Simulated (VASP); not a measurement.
# P in VASP: single point with PBEsol

Aim: the single point of P with PBEsol.

Program: VASP 6.6.1. These are calculated values, not measurements. Logs are shortened: lines on timing, memory, paths and dates and some standing lists are left out, and cuts for length are marked.

**1. The cell of the first run**

The cell holds a slab with vacuum, 2 atoms: a = 4.273 Å, b = 4.273 Å, c = 14.756 Å, α = 90.00°, β = 90.00°, γ = 90.00°.

**2. Single point, PBEsol**

Contents of INCAR:

```
SYSTEM = P
PREC     = Accurate       ! precision mode
ENCUT    = 520            ! plane-wave cutoff, eV
EDIFF    = 1E-7           ! SCF threshold, eV
ISMEAR   = 0              ! smearing method
SIGMA    = 0.15           ! smearing width, eV
LREAL    = .False.        ! projectors in reciprocal space
LASPH    = .True.         ! aspherical terms in the spheres
NELM     = 100            ! most SCF steps
ALGO     = Normal         ! electronic algorithm
ISIF     = 2              ! what is computed and relaxed
LWAVE    = .False.        ! write WAVECAR
LCHARG   = .True.         ! write CHGCAR
GGA      = PS             ! functional
LELF     = .True.         ! ELF
LVHAR    = .True.       
NBANDS   = 12             ! bands
```

Contents of KPOINTS:

```
Automatic mesh
0
Gamma
  11 11 6
  0 0 0
```

Contents of POSCAR:

```
P
1.0
   -4.2729048574      0.0000000000      0.0000000000
    0.0000000000     -4.2729048574      0.0000000000
    0.0000000000      0.0000000000     14.7560000000
P
2
Direct
    0.0000000000      0.0000000000      0.4450393060
    0.0000000000      0.0000000000      0.1483464353
```

Potentials or basis: VASP PAW PBE potentials, release 64 (P).

Started as:

```sh
> cat potpaw_PBE.64/P/POTCAR > POTCAR
> mpirun -np 1 vasp_std > vasp.out
```

OUTCAR:

```text
SYSTEM = P
   PREC = Accurate
   ENCUT = 520
   EDIFF = 1E-7
   ISMEAR = 0
   LREAL = .False.
   LASPH = .True.
   NELM = 100
   ISIF = 2
   GGA = PS

 ion  position               nearest neighbor table
   1  0.000  0.000  0.445-
   2  0.000  0.000  0.148-

  LATTYP: Found a simple tetragonal cell.
 ALAT       =     4.2729048574
 C/A-ratio  =     3.4533883839

  Lattice vectors:

 A1 = (  -4.2729048574,   0.0000000000,   0.0000000000)
 A2 = (   0.0000000000,  -4.2729048574,   0.0000000000)
 A3 = (   0.0000000000,   0.0000000000,  14.7560000000)

Analysis of symmetry for initial positions (statically):
=====================================================================
 Subroutine PRICEL returns:
 Original cell was already a primitive cell.

 Routine SETGRP: Setting up the symmetry group for a
 simple tetragonal supercell.

 Subroutine GETGRP returns: Found 16 space group operations
 (whereof  8 operations were pure point group operations)
 out of a pool of 16 trial point group operations.

The static configuration has the point symmetry C_4v.
 The point group associated with its full space group is D_4h.

Analysis of symmetry for dynamics (positions and initial velocities):
=====================================================================
 Subroutine PRICEL returns:
 Original cell was already a primitive cell.

 Routine SETGRP: Setting up the symmetry group for a
 simple tetragonal supercell.

 Subroutine GETGRP returns: Found 16 space group operations
 (whereof  8 operations were pure point group operations)
 out of a pool of 16 trial point group operations.

The dynamic configuration has the point symmetry C_4v.
 The point group associated with its full space group is D_4h.

 Subroutine INISYM returns: Found 16 space group operations
 (whereof  8 operations are pure point group operations),
 and found     1 'primitive' translations

----------------------------------------------------------------------------------------

                                     Primitive cell

  volume of cell :     269.4109

  direct lattice vectors                    reciprocal lattice vectors
    -4.272904857  0.000000000  0.000000000    -0.234032826  0.000000000  0.000000000
     0.000000000 -4.272904857  0.000000000     0.000000000 -0.234032826  0.000000000
     0.000000000  0.000000000 14.756000000     0.000000000  0.000000000  0.067769043

  length of vectors
     4.272904857  4.272904857 14.756000000     0.234032826  0.234032826  0.067769043

  position of ions in fractional coordinates (direct lattice)
     0.000000000  0.000000000  0.445039306
     0.000000000  0.000000000  0.148346435

  ion indices of the primitive-cell ions
   primitive index   ion index
                 1           1
                 2           2

----------------------------------------------------------------------------------------

 KPOINTS: Automatic mesh

Automatic generation of k-mesh.
 Grid dimensions read from file:
 generate k-points for:   11   11    6

 Generating k-lattice:

  Cartesian coordinates                     Fractional coordinates (reciprocal lattice)
    -0.021275711  0.000000000  0.000000000     0.090909091  0.000000000  0.000000000
     0.000000000 -0.021275711  0.000000000     0.000000000  0.090909091  0.000000000
     0.000000000  0.000000000  0.011294841     0.000000000  0.000000000  0.166666667

  Length of vectors
     0.021275711  0.021275711  0.011294841

  Shift w.r.t. Gamma in fractional coordinates (k-lattice)
     0.000000000  0.000000000  0.000000000

 Subroutine IBZKPT returns following result:
 ===========================================

 Found     84 irreducible k-points:

 Following reciprocal coordinates:
            Coordinates               Weight
  0.000000  0.000000  0.000000      1.000000
  0.090909  0.000000  0.000000      4.000000
  0.181818  0.000000  0.000000      4.000000
  0.272727  0.000000  0.000000      4.000000
  0.363636  0.000000  0.000000      4.000000
  0.454545  0.000000  0.000000      4.000000
[... 16 lines left out ...]
  0.090909  0.000000  0.166667      8.000000
  0.181818  0.000000  0.166667      8.000000
 [... further k-points ...]
   k-points           NKPTS =     84   k-points in BZ     NKDIM =     84   number of bands    NBANDS=     12
   number of dos      NEDOS =    301   number of ions     NIONS =      2
   total plane-waves  NPLWV = 114688
   dimension x,y,z NGX =    32 NGY =   32 NGZ =  112
   dimension x,y,z NGXF=    64 NGYF=   64 NGZF=  224
   ions per type =               2
   NGX,Y,Z   is equivalent  to a cutoff of  12.45, 12.45, 12.62 a.u.
   NGXF,Y,Z  is equivalent  to a cutoff of  24.90, 24.90, 25.24 a.u.
 SYSTEM =  P
   PREC   = accura    normal or accurate (medium, high low for compatibility)
   ISTART =      0    job   : 0-new  1-cont  2-samecut
   ICHARG =      2    charge: 1-file 2-atom 10-const
   ISPIN  =      1    spin polarized calculation?
   LNONCOLLINEAR =      F non collinear calculations
   LSORBIT =      F    spin-orbit coupling
   LASPH  =      T    aspherical Exc in radial PAW
   ENCUT  =  520.0 eV  38.22 Ry    6.18 a.u.   7.94  7.94 27.44*2*pi/ulx,y,z
   NELM   =    100;   NELMIN=  2; NELMDL= -5     # of ELM steps
   EDIFF  = 0.1E-06   stopping-criterion for ELM
   LREAL  =      F    real-space projection
   EDIFFG = 0.1E-05   stopping-criterion for IOM
   NSW    =      0    number of steps for IOM
   IBRION =     -1    ionic relax: 0-MD 1-quasi-New 2-CG
   NFREE  =      0    steps in history (QN), initial steepest desc. (CG)
   ISIF   =      2    stress and relaxation
   ISYM   =      2    0-nonsym 1-usesym 2-fastsym
   POTIM  = 0.5000    time-step for ionic-motion
   TEBEG  =    0.0;   TEEND  =   0.0 temperature during run
   PSTRESS=    0.0 pullay stress
   NELECT =      10.0000    total number of electrons
   NUPDOWN=      -1.0000    fix difference up-down
   EMIN   =  10.00;   EMAX   =-10.00  energy-range for DOS
   EFERMI =   0.00;   METHOD = LEGACY
   ISMEAR =     0;   SIGMA  =   0.15  broadening in eV -4-tet -1-fermi 0-gaus
   EFERMI_NEDOS =   21; number of points for ismear=-14 and -15
   IALGO  =     38    algorithm
   IMIX   =      4    mixing-type and parameters
     AMIX     =   0.40;   BMIX     =  1.00
     AMIX_MAG =   1.60;   BMIX_MAG =  1.00
  volume/ion in A,a.u.               =     134.71       909.04
  Fermi-wavevector in a.u.,A,eV,Ry     =   0.546097  1.031974  4.057556  0.298222
  Thomas-Fermi vector in A             =   1.575755
   LORBIT       =      0    0 simple, 1 ext, 2 COOP (PROOUT), +10 PAW based schemes
   GGA     = PS    functional components
   LHFCALC =     F    Hartree Fock is set to
   AEXX    =    0.0000 exact exchange contribution
   IVDW    =     0    specifies the selected vdW correction
   LEPSILON=     F    determine dielectric tensor
   LRPA    =     F    only Hartree local field effects (RPA)
 non-spin polarized calculation
 Gauss-broadening in eV      SIGMA  =   0.15
  energy-cutoff  :      520.00
  volume of cell :      269.41
 maximum number of plane-waves:      7287
 NGX is ok and might be reduce to    32
   NGX = 15   NGY = 15   NGZ = 55

 number of electron      10.0000000 magnetization

 number of electron       9.9999997 magnetization

 Free energy of the ion-electron system (eV)
  ---------------------------------------------------
  ext. energy  EPLUGINS =         0.00000000
  ---------------------------------------------------
  free energy    TOTEN  =        -2.20519480 eV

  energy without entropy =       -2.13230789  energy(sigma->0) =       -2.16875134

 E-fermi :  -4.0859     XC(G=0):  -3.3326

 val. band max:       -4.1137101110   @ k =   0.4545   0.2727   0.5000
 cond. band min:      -4.0821166220   @ k =   0.2727   0.2727   0.5000
 fundamental gap:      0.0315934890
 Fermi energy:        -4.0859489546

 k-point     1 :       0.0000    0.0000    0.0000
  band No.  band energies     occupation
      1     -12.7833      2.00000
      2     -12.7141      2.00000
      3      -4.6105      2.00000
      4      -4.0112      0.48109
      5      -3.5010      0.00000
      6      -3.5010      0.00000
      7      -3.4414      0.00000
      8      -3.4414      0.00000
      9       0.5650      0.00000
     10       1.3497      0.00000
     11       1.6524      0.00000
     12       2.8385      0.00000

 k-point     2 :       0.0909    0.0000    0.0000
  band No.  band energies     occupation
      1     -12.7705      2.00000
      2     -12.7017      2.00000
      3      -4.5904      2.00000
      4      -3.9963      0.39791
      5      -3.6406      0.00003
      6      -3.5702      0.00000
      7      -3.4901      0.00000
      8      -3.4310      0.00000
      9       0.6768      0.00000
     10       1.4539      0.00000
     11       1.7375      0.00000
     12       2.9457      0.00000

 k-point     3 :       0.1818    0.0000    0.0000
  band No.  band energies     occupation
      1     -12.7356      2.00000
      2     -12.6679      2.00000
      3      -4.5353      1.99998
      4      -3.9762      0.30079
      5      -3.9642      0.25097
      6      -3.8753      0.04698
      7      -3.4605      0.00000
      8      -3.4027      0.00000
      9       0.9594      0.00000
     10       1.7094      0.00000
     11       1.9496      0.00000
     12       3.2101      0.00000

 k-point     4 :       0.2727    0.0000    0.0000
  band No.  band energies     occupation
      1     -12.6886      2.00000
      2     -12.6224      2.00000
      3      -4.4626      1.99962
      4      -4.3534      1.98833
      5      -4.2528      1.88424
      6      -3.8917      0.06707
      7      -3.4208      0.00000
      8      -3.3650      0.00000
      9       1.3458      0.00000
     10       2.0391      0.00000
     11       2.1640      0.00000
     12       3.2503      0.00000

 k-point     5 :       0.3636    0.0000    0.0000
  band No.  band energies     occupation
      1     -12.6441      2.00000
      2     -12.5795      2.00000
      3      -4.6686      2.00000
      4      -4.5491      1.99999
      5      -4.3837      1.99500
      6      -3.8385      0.01964
      7      -3.3835      0.00000
      8      -3.3296      0.00000
      9       1.8020      0.00000
     10       2.2117      0.00000
     11       2.4118      0.00000
     12       3.2630      0.00000
[... 228 lines left out ...]
      1     -12.4629      2.00000
      2     -12.4037      2.00000
      3      -4.5614      1.99999
      4      -4.5542      1.99999
      5      -4.4587      1.99956
      6      -4.4525      1.99945
      7      -4.1166      1.22725
      8      -3.6347      0.00002
      9       2.0030      0.00000
     10       2.4502      0.00000
     11       3.1768      0.00000
     12       3.2829      0.00000

 k-point    22 :       0.0000    0.0000    0.1667
  band No.  band energies     occupation
      1     -12.7833      2.00000
      2     -12.7141      2.00000
      3      -4.6104      2.00000
      4      -4.0114      0.48217
      5      -3.5010      0.00000
      6      -3.5010      0.00000
      7      -3.4414      0.00000
      8      -3.4414      0.00000
      9       0.5911      0.00000
     10       1.2215      0.00000
     11       1.7973      0.00000
     12       2.7601      0.00000

 k-point    23 :       0.0909    0.0000    0.1667
  band No.  band energies     occupation
      1     -12.7705      2.00000
      2     -12.7017      2.00000
      3      -4.5903      2.00000
      4      -3.9965      0.39883
      5      -3.6406      0.00003
      6      -3.5702      0.00000
      7      -3.4901      0.00000
      8      -3.4310      0.00000
      9       0.7039      0.00000
     10       1.3197      0.00000
     11       1.8885      0.00000
     12       2.8569      0.00000

 k-point    24 :       0.1818    0.0000    0.1667
  band No.  band energies     occupation
      1     -12.7356      2.00000
      2     -12.6678      2.00000
      3      -4.5352      1.99998
      4      -3.9762      0.30075
      5      -3.9643      0.25154
      6      -3.8753      0.04698
      7      -3.4605      0.00000
      8      -3.4027      0.00000
      9       0.9874      0.00000
     10       1.5707      0.00000
     11       2.1006      0.00000
     12       3.0787      0.00000

 [... further k-points ...]
[... 5 lines left out ...]
  --------------------------------------------------------------------------------------
  -------------------------------------------------------------------------------------
  Total       -3.9871934     -3.9871934     -2.6796214      0.0000000      0.0000000      0.0000000
  in kB      -23.7117054    -23.7117054    -15.9356189      0.0000000      0.0000000      0.0000000
  external PRESSURE =     -21.1196766 kB  Pullay stress =       0.0000000 kB

 VOLUME and BASIS-vectors are now :
 -----------------------------------------------------------------------------
  energy-cutoff  :      520.00
  volume of cell :      269.41
      direct lattice vectors                 reciprocal lattice vectors
    -4.272904857  0.000000000  0.000000000    -0.234032826  0.000000000  0.000000000
     0.000000000 -4.272904857  0.000000000     0.000000000 -0.234032826  0.000000000
     0.000000000  0.000000000 14.756000000     0.000000000  0.000000000  0.067769043

 POSITION                                       TOTAL-FORCE (eV/Angst)
 -----------------------------------------------------------------------------------
      0.00000      0.00000      6.56700        -0.000000      0.000000     -0.610823
      0.00000      0.00000      2.18900         0.000000     -0.000000      0.610823
 -----------------------------------------------------------------------------------
    total drift:                               -0.000000      0.000000     -0.000000

  FREE ENERGIE OF THE ION-ELECTRON SYSTEM (eV)
  ---------------------------------------------------
  free  energy   TOTEN  =        -2.2051947999 eV

  energy  without entropy=       -2.1323078897  energy(sigma->0) =       -2.16875134
```

Run time: 2.4 min. Hardware: 1 thread of Intel Xeon Platinum 8488C (Sapphire Rapids), shared host; peak memory 0.44 GiB.

What came out:

| Item | Value |
| --- | --- |
| Free energy | -2.2052 eV |
| Largest force | 0.611 eV/Å |
| Band gap on the k mesh | zero (band 5 reaches -3.50 eV, above the bottom of band 6 at -4.45 eV) |

Forces on the atoms (eV/Å):
```
P    0.000  0.000 -0.611
P    0.000  0.000  0.611
```

Caveat: the PAW data sets were made with another functional, which shifts forces and pressure a little.
